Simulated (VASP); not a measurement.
# Pt (Fm-3m) in VASP: notebook, part 2 of 2

VASP 6.6.1. The steps go on from the part before.

## 3. Single point, PBE

This run uses another cell than the first one, of 15.08 Å³/atom, 1.025 times its volume.

Input file INCAR:

```
SYSTEM = Pt
ALGO = Fast ; EDIFF = 1E-7
ENCUT = 520 ; GGA = PE
ISIF = 2 ; ISMEAR = 0
LASPH = .TRUE. ; LCHARG = .FALSE.
LREAL = .FALSE. ; LWAVE = .FALSE.
NBANDS = 11 ; NELM = 80
PREC = Accurate ; SIGMA = 0.1
```

Input file KPOINTS:

```
k-points
0
G
  18 18 18
  0 0 0
```

Input file POSCAR:

```
Pt
1.0
    0.0000000000      1.9609000000      1.9609000000
    1.9609000000      0.0000000000      1.9609000000
    1.9609000000      1.9609000000      0.0000000000
Pt
1
Direct
    0.0000000000      0.0000000000      0.0000000000
```

Potentials or basis: VASP PAW PBE potentials, release 64 (Pt).

The run is started by

```bash
> cat potpaw_PBE.64/Pt/POTCAR > POTCAR
> mpirun -np 1 vasp_std > vasp.out
```

OUTCAR:

```text
SYSTEM = Pt
   EDIFF = 1E-7
   ENCUT = 520
   GGA = PE
   ISIF = 2
   ISMEAR = 0
   LASPH = .TRUE.
   LREAL = .FALSE.
   NELM = 80
   PREC = Accurate

 ion  position               nearest neighbor table
   1  0.000  0.000  0.000-

  LATTYP: Found a face centered cubic cell.
 ALAT       =     3.9218000000

  Lattice vectors:

 A1 = (   0.0000000000,   1.9609000000,   1.9609000000)
 A2 = (   1.9609000000,   0.0000000000,   1.9609000000)
 A3 = (   1.9609000000,   1.9609000000,   0.0000000000)

Analysis of symmetry for initial positions (statically):
=====================================================================
 Subroutine PRICEL returns:
 Original cell was already a primitive cell.

 Routine SETGRP: Setting up the symmetry group for a
 face centered cubic supercell.

 Subroutine GETGRP returns: Found 48 space group operations
 (whereof 48 operations were pure point group operations)
 out of a pool of 48 trial point group operations.

The static configuration has the point symmetry O_h .

Analysis of symmetry for dynamics (positions and initial velocities):
=====================================================================
 Subroutine PRICEL returns:
 Original cell was already a primitive cell.

 Routine SETGRP: Setting up the symmetry group for a
 face centered cubic supercell.

 Subroutine GETGRP returns: Found 48 space group operations
 (whereof 48 operations were pure point group operations)
 out of a pool of 48 trial point group operations.

The dynamic configuration has the point symmetry O_h .

 Subroutine INISYM returns: Found 48 space group operations
 (whereof 48 operations are pure point group operations),
 and found     1 'primitive' translations

----------------------------------------------------------------------------------------

                                     Primitive cell

  volume of cell :      15.0798

  direct lattice vectors                    reciprocal lattice vectors
     0.000000000  1.960900000  1.960900000    -0.254984956  0.254984956  0.254984956
     1.960900000  0.000000000  1.960900000     0.254984956 -0.254984956  0.254984956
     1.960900000  1.960900000  0.000000000     0.254984956  0.254984956 -0.254984956

  length of vectors
     2.773131374  2.773131374  2.773131374     0.441646899  0.441646899  0.441646899

  position of ions in fractional coordinates (direct lattice)
     0.000000000  0.000000000  0.000000000

  ion indices of the primitive-cell ions
   primitive index   ion index
                 1           1

----------------------------------------------------------------------------------------

 KPOINTS: k-points

Automatic generation of k-mesh.
 Grid dimensions read from file:
 generate k-points for:   18   18   18

 Generating k-lattice:

  Cartesian coordinates                     Fractional coordinates (reciprocal lattice)
    -0.014165831  0.014165831  0.014165831     0.055555556  0.000000000  0.000000000
     0.014165831 -0.014165831  0.014165831     0.000000000  0.055555556  0.000000000
     0.014165831  0.014165831 -0.014165831     0.000000000  0.000000000  0.055555556

  Length of vectors
     0.024535939  0.024535939  0.024535939

  Shift w.r.t. Gamma in fractional coordinates (k-lattice)
     0.000000000  0.000000000  0.000000000

 Subroutine IBZKPT returns following result:
 ===========================================

 Found    195 irreducible k-points:

 Following reciprocal coordinates:
            Coordinates               Weight
  0.000000  0.000000  0.000000      1.000000
  0.055556  0.000000  0.000000      8.000000
  0.111111  0.000000  0.000000      8.000000
  0.166667  0.000000  0.000000      8.000000
  0.222222  0.000000  0.000000      8.000000
  0.277778  0.000000  0.000000      8.000000
[... 16 lines left out ...]
 -0.277778  0.055556  0.000000     24.000000
 -0.222222  0.055556  0.000000     24.000000
 [... further k-points ...]
   k-points           NKPTS =    195   k-points in BZ     NKDIM =    195   number of bands    NBANDS=     11
   number of dos      NEDOS =    301   number of ions     NIONS =      1
   total plane-waves  NPLWV =  13824
   dimension x,y,z NGX =    24 NGY =   24 NGZ =   24
   dimension x,y,z NGXF=    48 NGYF=   48 NGZF=   48
   ions per type =               1
   NGX,Y,Z   is equivalent  to a cutoff of  14.39, 14.39, 14.39 a.u.
   NGXF,Y,Z  is equivalent  to a cutoff of  28.78, 28.78, 28.78 a.u.
 SYSTEM =  Pt
   PREC   = accura    normal or accurate (medium, high low for compatibility)
   ISTART =      0    job   : 0-new  1-cont  2-samecut
   ICHARG =      2    charge: 1-file 2-atom 10-const
   ISPIN  =      1    spin polarized calculation?
   LNONCOLLINEAR =      F non collinear calculations
   LSORBIT =      F    spin-orbit coupling
   LASPH  =      T    aspherical Exc in radial PAW
   ENCUT  =  520.0 eV  38.22 Ry    6.18 a.u.   5.16  5.16  5.16*2*pi/ulx,y,z
   NELM   =     80;   NELMIN=  2; NELMDL= -5     # of ELM steps
   EDIFF  = 0.1E-06   stopping-criterion for ELM
   LREAL  =      F    real-space projection
   EDIFFG = 0.1E-05   stopping-criterion for IOM
   NSW    =      0    number of steps for IOM
   IBRION =     -1    ionic relax: 0-MD 1-quasi-New 2-CG
   NFREE  =      0    steps in history (QN), initial steepest desc. (CG)
   ISIF   =      2    stress and relaxation
   ISYM   =      2    0-nonsym 1-usesym 2-fastsym
   POTIM  = 0.5000    time-step for ionic-motion
   TEBEG  =    0.0;   TEEND  =   0.0 temperature during run
   PSTRESS=    0.0 pullay stress
   NELECT =      10.0000    total number of electrons
   NUPDOWN=      -1.0000    fix difference up-down
   EMIN   =  10.00;   EMAX   =-10.00  energy-range for DOS
   EFERMI =   0.00;   METHOD = LEGACY
   ISMEAR =     0;   SIGMA  =   0.10  broadening in eV -4-tet -1-fermi 0-gaus
   EFERMI_NEDOS =   21; number of points for ismear=-14 and -15
   IALGO  =     68    algorithm
   IMIX   =      4    mixing-type and parameters
     AMIX     =   0.40;   BMIX     =  1.00
     AMIX_MAG =   1.60;   BMIX_MAG =  1.00
  volume/ion in A,a.u.               =      15.08       101.76
  Fermi-wavevector in a.u.,A,eV,Ry     =   1.427609  2.697791 27.729605  2.038068
  Thomas-Fermi vector in A             =   2.547760
   LORBIT       =      0    0 simple, 1 ext, 2 COOP (PROOUT), +10 PAW based schemes
   GGA     = PE    functional components
   LHFCALC =     F    Hartree Fock is set to
   AEXX    =    0.0000 exact exchange contribution
   IVDW    =     0    specifies the selected vdW correction
   LEPSILON=     F    determine dielectric tensor
   LRPA    =     F    only Hartree local field effects (RPA)
 non-spin polarized calculation
 RMM-DIIS sequential band-by-band and
 Gauss-broadening in eV      SIGMA  =   0.10
  energy-cutoff  :      520.00
  volume of cell :       15.08
 maximum number of plane-waves:       419
 NGX is ok and might be reduce to    24
   NGX = 11   NGY = 11   NGZ = 11

 number of electron      10.0000000 magnetization

 Free energy of the ion-electron system (eV)
  ---------------------------------------------------
  ext. energy  EPLUGINS =         0.00000000
  ---------------------------------------------------
  free energy    TOTEN  =        -6.08435658 eV

  energy without entropy =       -6.07369197  energy(sigma->0) =       -6.07902428

 E-fermi :  11.2688     XC(G=0): -13.4915

 val. band max:       11.2663705558   @ k =  -0.3889   0.3889   0.1667
 cond. band min:      11.2692051390   @ k =   0.5000   0.5000   0.0000
 fundamental gap:      0.0028345832
 Fermi energy:        11.2687620045

 k-point     1 :       0.0000    0.0000    0.0000
  band No.  band energies     occupation
      1       1.0491      2.00000
      2       7.4768      2.00000
      3       7.4768      2.00000
      4       7.4768      2.00000
      5       9.6318      2.00000
      6       9.6318      2.00000
      7      25.9065      0.00000
      8      30.8731      0.00000
      9      30.8731      0.00000
     10      30.8731      0.00000
     11      36.2180      0.00000

 k-point     2 :       0.0556    0.0000    0.0000
  band No.  band energies     occupation
      1       1.1737      2.00000
      2       7.4206      2.00000
      3       7.5266      2.00000
      4       7.5266      2.00000
      5       9.6035      2.00000
      6       9.6035      2.00000
      7      26.1015      0.00000
      8      30.2046      0.00000
      9      31.0649      0.00000
     10      31.0649      0.00000
     11      36.9586      0.00000
[... 295 lines left out ...]
 k-point    24 :      -0.2222    0.0556    0.0000
  band No.  band energies     occupation
      1       3.0947      2.00000
      2       6.9855      2.00000
      3       7.8681      2.00000
      4       7.9357      2.00000
      5       9.4378      2.00000
      6      10.1193      2.00000
      7      24.9585      0.00000
      8      27.8143      0.00000
      9      32.3388      0.00000
     10      33.7483      0.00000
     11      34.9927      0.00000

 [... further k-points ...]
[... 5 lines left out ...]
  --------------------------------------------------------------------------------------
  -------------------------------------------------------------------------------------
  Total        0.8962104      0.8962104      0.8962104      0.0000000      0.0000000      0.0000000
  in kB       95.2191311     95.2191311     95.2191311      0.0000000      0.0000000      0.0000000
  external PRESSURE =      95.2191311 kB  Pullay stress =       0.0000000 kB

 VOLUME and BASIS-vectors are now :
 -----------------------------------------------------------------------------
  energy-cutoff  :      520.00
  volume of cell :       15.08
      direct lattice vectors                 reciprocal lattice vectors
     0.000000000  1.960900000  1.960900000    -0.254984956  0.254984956  0.254984956
     1.960900000  0.000000000  1.960900000     0.254984956 -0.254984956  0.254984956
     1.960900000  1.960900000  0.000000000     0.254984956  0.254984956 -0.254984956

 POSITION                                       TOTAL-FORCE (eV/Angst)
 -----------------------------------------------------------------------------------
      0.00000      0.00000      0.00000         0.000000      0.000000      0.000000
 -----------------------------------------------------------------------------------
    total drift:                               -0.000000     -0.000000      0.000000

  FREE ENERGIE OF THE ION-ELECTRON SYSTEM (eV)
  ---------------------------------------------------
  free  energy   TOTEN  =        -6.0843565844 eV

  energy  without entropy=       -6.0736919688  energy(sigma->0) =       -6.07902428
```

OSZICAR:

```text
N       E                     dE             d eps       ncg     rms          rms(c)
DAV:   1     0.398930348798E+02    0.39893E+02   -0.53466E+03  4378   0.844E+02
DAV:   2    -0.586512407400E+01   -0.45758E+02   -0.43857E+02  4916   0.176E+02
DAV:   3    -0.646031937626E+01   -0.59520E+00   -0.59133E+00  5001   0.192E+01
DAV:   4    -0.646268414756E+01   -0.23648E-02   -0.23646E-02  4947   0.143E+00
DAV:   5    -0.646270310558E+01   -0.18958E-04   -0.18958E-04  5046   0.118E-01    0.129E+01
RMM:   6    -0.612670945789E+01    0.33599E+00   -0.33259E-01  4321   0.494E+00    0.686E+00
RMM:   7    -0.608777833383E+01    0.38931E-01   -0.72794E-02  4530   0.248E+00    0.251E+00
RMM:   8    -0.608470868716E+01    0.30696E-02   -0.91527E-03  4525   0.833E-01    0.628E-01
RMM:   9    -0.608433813549E+01    0.37055E-03   -0.97743E-04  4877   0.272E-01    0.437E-02
RMM:  10    -0.608435454493E+01   -0.16409E-04   -0.14295E-04  5037   0.907E-02    0.491E-02
RMM:  11    -0.608435609982E+01   -0.15549E-05   -0.15972E-05  5243   0.275E-02    0.953E-03
RMM:  12    -0.608435667246E+01   -0.57264E-06   -0.47481E-06  4991   0.161E-02    0.573E-03
RMM:  13    -0.608435645150E+01    0.22096E-06   -0.11000E-06  4572   0.689E-03    0.193E-03
RMM:  14    -0.608435657259E+01   -0.12109E-06   -0.24550E-07  3364   0.301E-03    0.247E-04
RMM:  15    -0.608435658444E+01   -0.11849E-07   -0.58390E-08  2665   0.155E-03
   1 F= -.60843566E+01 E0= -.60790243E+01  d E =-.106646E-01
```

stdout:

```text
POSCAR found type information on POSCAR Pt
 POSCAR found :  1 types and       1 ions
 scaLAPACK will be used
 LDA part: xc-table for (Slater+PW92), standard interpolation
 POSCAR, INCAR and KPOINTS ok, starting setup
 FFT: planning ... GRIDC
 FFT: planning ... GRID_SOFT
 FFT: planning ... GRID
 WAVECAR not read
 entering main loop
```

Run time: 1.9 min. Hardware: 1 thread of AMD EPYC 7R13, shared host; peak memory 0.13 GiB.

Results:

| Quantity | Value |
| --- | --- |
| Free energy | -6.0844 eV |
| Pressure | 9.5 GPa |
| Band gap on the k mesh | zero (band 5 reaches 11.76 eV, above the bottom of band 6 at 9.53 eV) |

Caveat: spin-orbit coupling is left out, which moves the levels of the heavy elements.

## 4. Single point, PBE (volume scaled by 0.97)

Input file INCAR:

```
SYSTEM = Pt
PREC = Accurate
ENCUT = 520
EDIFF = 1E-7
ISMEAR = 0
SIGMA = 0.1
LREAL = .FALSE.
LASPH = .TRUE.
NELM = 60
ALGO = Normal
ISIF = 2
LWAVE = .FALSE.
LCHARG = .FALSE.
GGA = PE
NBANDS = 11
```

Input file KPOINTS:

```
Automatic mesh
0
G
  18 18 18
  0 0 0
```

Input file POSCAR:

```
Pt
1.0
    0.0000000000      1.9650045286      1.9650045286
    1.9650045286      0.0000000000      1.9650045286
    1.9650045286      1.9650045286      0.0000000000
Pt
1
Direct
    0.0000000000      0.0000000000      0.0000000000
```

The run is started by

```bash
> cat potpaw_PBE.64/Pt/POTCAR > POTCAR
> mpirun -np 1 vasp_std > vasp.out
```

Wall time 81 s (1 thread of AMD EPYC 7R13, shared host); peak memory 0.13 GiB.

The run converged. Its results:

- Free energy: -6.0895 eV
- Pressure: 7.7 GPa
- Band gap on the k mesh: zero (band 5 reaches 11.63 eV, above the bottom of band 6 at 9.42 eV)

Levels at points of the mesh, in eV from the Fermi level:
```tsv
k point	band 3	band 4	band 5	band 6	band 7	band 8
(0.00, 0.00, 0.00)	-3.75	-3.75	-1.62	-1.62	14.66	19.59
(0.50, 0.00, 0.00)	-3.82	-0.45	0.03	0.03	5.79	14.22
(0.50, 0.50, 0.00)	0.00	0.48	0.48	1.79	8.81	11.37
```

Caveat: the cell differs from its parent crystal (volume scaled by 0.97); spin-orbit coupling is left out, which moves the levels of the heavy elements.

## 5. Single point, PBE (volume scaled by 1.03)

Input file INCAR:

```
SYSTEM = Pt
PREC = Accurate
ENCUT = 520
EDIFF = 1E-6
ISMEAR = 0
SIGMA = 0.1
LREAL = .False.
LASPH = .True.
NELM = 60
ALGO = Normal
ISIF = 2
LWAVE = .False.
LCHARG = .False.
GGA = PE
NBANDS = 11
```

Input file KPOINTS:

```
Automatic mesh
0
Gamma
  18 18 18
  0 0 0
```

Input file POSCAR:

```
Pt
1.0
    0.0000000000      2.0047122879      2.0047122879
    2.0047122879      0.0000000000      2.0047122879
    2.0047122879      2.0047122879      0.0000000000
Pt
1
Direct
    0.0000000000      0.0000000000      0.0000000000
```

The run is started by

```bash
> cat potpaw_PBE.64/Pt/POTCAR > POTCAR
> mpirun -np 1 vasp_std > vasp.out
```

It took 75 s on 1 thread of AMD EPYC 7R13, shared host; peak memory 0.14 GiB.

It converged, with:

| Quantity | Value |
| --- | --- |
| Free energy | -6.0888 eV |
| Pressure | -7.2 GPa |
| Band gap on the k mesh | zero (band 5 reaches 10.46 eV, above the bottom of band 6 at 8.48 eV) |

Levels at points of the mesh, in eV from the Fermi level:
```csv
k point,band 3,band 4,band 5,band 6,band 7,band 8
"(0.00, 0.00, 0.00)",-3.40,-3.40,-1.47,-1.47,14.80,19.40
"(0.50, 0.00, 0.00)",-3.45,-0.20,0.02,0.02,5.35,14.35
"(0.50, 0.50, 0.00)",-0.01,0.43,0.43,1.91,8.19,11.18
```

Caveat: the cell differs from its parent crystal (volume scaled by 1.03); spin-orbit coupling is left out, which moves the levels of the heavy elements.

## 6. Single point, PBE (volume scaled by 1.06)

Input file INCAR:

```
SYSTEM = Pt
ALGO = Normal
EDIFF = 1E-7
ENCUT = 520
GGA = PE
ISIF = 2
ISMEAR = 0
LASPH = .TRUE.
LCHARG = .FALSE.
LREAL = .FALSE.
LWAVE = .FALSE.
NBANDS = 11
NELM = 100
PREC = Accurate
SIGMA = 0.1
```

Input file KPOINTS:

```
k-points
0
G
  18 18 18
  0 0 0
```

Input file POSCAR:

```
Pt
1.0
    0.0000000000      2.0239895502      2.0239895502
    2.0239895502      0.0000000000      2.0239895502
    2.0239895502      2.0239895502      0.0000000000
Pt
1
Direct
    0.0000000000      0.0000000000      0.0000000000
```

Potentials or basis: VASP PAW PBE potentials, release 64 (Pt).

The run is started by

```bash
> cat potpaw_PBE.64/Pt/POTCAR > POTCAR
> mpirun -np 1 vasp_std > vasp.out
```

Wall time 80 s (1 thread of AMD EPYC 7R13, shared host); peak memory 0.14 GiB.

The run converged. Its results:

```
Free energy            : -6.0598 eV
Pressure               : -12.7 GPa
Band gap on the k mesh : zero (band 5 reaches 9.93 eV, above the bottom of band 6 at 8.05 eV)
```

Levels at points of the mesh, in eV from the Fermi level:
```tsv
k point	band 2	band 3	band 4	band 5	band 6	band 7	band 8	band 9
(0.00, 0.00, 0.00)	-3.24	-3.24	-3.24	-1.40	-1.40	14.86	19.29	19.29
(0.50, 0.00, 0.00)	-3.29	-3.29	-0.09	0.02	0.02	5.15	14.40	18.31
(0.50, 0.50, 0.00)	-5.69	-0.01	0.40	0.40	1.97	7.90	11.09	11.09
```

Caveat: the cell differs from its parent crystal (volume scaled by 1.06); spin-orbit coupling is left out, which moves the levels of the heavy elements.

## 7. Summary

```csv
cell,gap on the mesh (eV),pressure (GPa)
"a = 2.750 Å, angles 60.0°, 1 atom",none,17.6
"a = 2.773 Å, angles 60.0°, 1 atom",none,9.5
"a = 2.779 Å, angles 60.0°, 1 atom",none,7.7
"a = 2.835 Å, angles 60.0°, 1 atom",none,-7.2
"a = 2.862 Å, angles 60.0°, 1 atom",none,-12.7
```

Alike in all rows: task single point; level PBE; potentials or basis VASP PAW PBE potentials, release 64 (Pt); no spin polarisation; k mesh 18 × 18 × 18; cutoff (eV) 520; smearing gaussian 0.1 eV.

Caveats: spin-orbit coupling is left out, which moves the levels of the heavy elements.

Absolute energies hang on the potentials; compare differences alone.
